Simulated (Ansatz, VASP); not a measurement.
# Two plane-wave programs on PbSe

```
Pb Se
1.0
     5.32937    0.00000    0.00000
    -2.66468    4.48094    0.00000
     0.00000    0.00000    6.21477
Pb Se
2 2
Direct
  0.33203 0.66406 0.93145
  0.66797 0.33594 0.43145
  0.33226 0.66453 0.44355
  0.66774 0.33547 0.94355
```

Change from the starting cell: uniaxial_x strain +3.0%.

Alike in both runs: task single point; functional PBE; k mesh 6 × 6 × 4; occupations fermi-dirac, width 0.02 eV; no spin polarisation.

|  | VASP | Ansatz |
| --- | --- | --- |
| version | VASP 6.6.1 | Ansatz 0.2.0 |
| potentials or method | VASP PAW PBE potentials, release 64 (Pb_d, Se) | plane waves, PAW |
| plane-wave cutoff (eV) | 520 | 420 |
| valence electrons in the cell | 40 | 60 |

VASP gave:

| Item | Value |
| --- | --- |
| gap on the k mesh at the Fermi level (eV) | 1.26 |
| pressure (GPa) | -0.2 |
| traceless stress, the component that is largest in VASP (GPa) | 0.92 |
| rms of the force components (eV/Å) | 0.013 |

**Question.** Which values does Ansatz return?

**Answer.** gap on the k mesh at the Fermi level (eV): 1.25; pressure (GPa): -0.2; traceless stress, the component that is largest in VASP (GPa): 0.92; rms of the force components (eV/Å): 0.011.

Atom by atom the forces differ by 0.001 eV/Å (rms over components). VASP's potentials hold 40 valence electrons a cell and Ansatz's 60, so a difference there can come from the potentials and not from the codes.

Neither program's run includes spin-orbit coupling.
